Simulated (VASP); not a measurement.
Write the native input for VASP 6.6.1 that does the following.

* Task: single point
* Functional: PBEsol
* Potentials or basis: VASP PAW PBE potentials, release 64 (Sn_d, Te)
* Cutoff: 520 eV
* k mesh: 10 × 10 × 10
* Occupations: gaussian, width 0.01 eV
* Spin: no spin polarisation
* Dipole correction: no
* Further INCAR settings: ALGO = Normal; EDIFF = 1e-07; NBANDS = 17

The structure of SnTe lies in POSCAR:

```
SnTe
1.0
    3.1599565776      3.1599565776      0.0000000000
   -3.1599565776      3.1599565776      0.0000000000
    0.0000000000      3.1599565776      3.1348026944
Sn Te
1 1
Direct
    0.0000000000      0.0000000000      0.0000000000
    0.5000000000      0.5000000000      0.0000000000
```

This cell differs from its parent crystal: in-plane strain +0.005.

One way to write it, as run:

INCAR

```
SYSTEM = SnTe
ALGO = Normal
EDIFF = 1E-7
ENCUT = 520
GGA = PS
ISIF = 2
ISMEAR = 0
LASPH = .True.
LCHARG = .False.
LREAL = .False.
LWAVE = .False.
NBANDS = 17
NELM = 60
PREC = Accurate
SIGMA = 0.01
```

KPOINTS

```
k-points
0
Gamma
  10 10 10
  0 0 0
```

Potentials or basis: VASP PAW PBE potentials, release 64 (Sn_d, Te).

Command:

```bash
$ cat potpaw_PBE.64/Sn_d/POTCAR potpaw_PBE.64/Te/POTCAR > POTCAR
$ mpirun -np 1 vasp_std > vasp.out
```

It gave:

```yaml
Pressure: -0.3 GPa
Band_gap_on_the_k_mesh: 0.14 eV
```

Caveat: the cell differs from its parent crystal (in-plane strain +0.005); the PAW data sets were made with another functional, which shifts forces and pressure a little; spin-orbit coupling is left out, which moves the levels of the heavy elements.

It took 110 s on 1 thread of Intel(R) Xeon(R) Platinum 8259CL CPU @ 2.50GHz (Skylake/Cascade Lake), with other jobs on the host, peak memory 0.28 GiB.
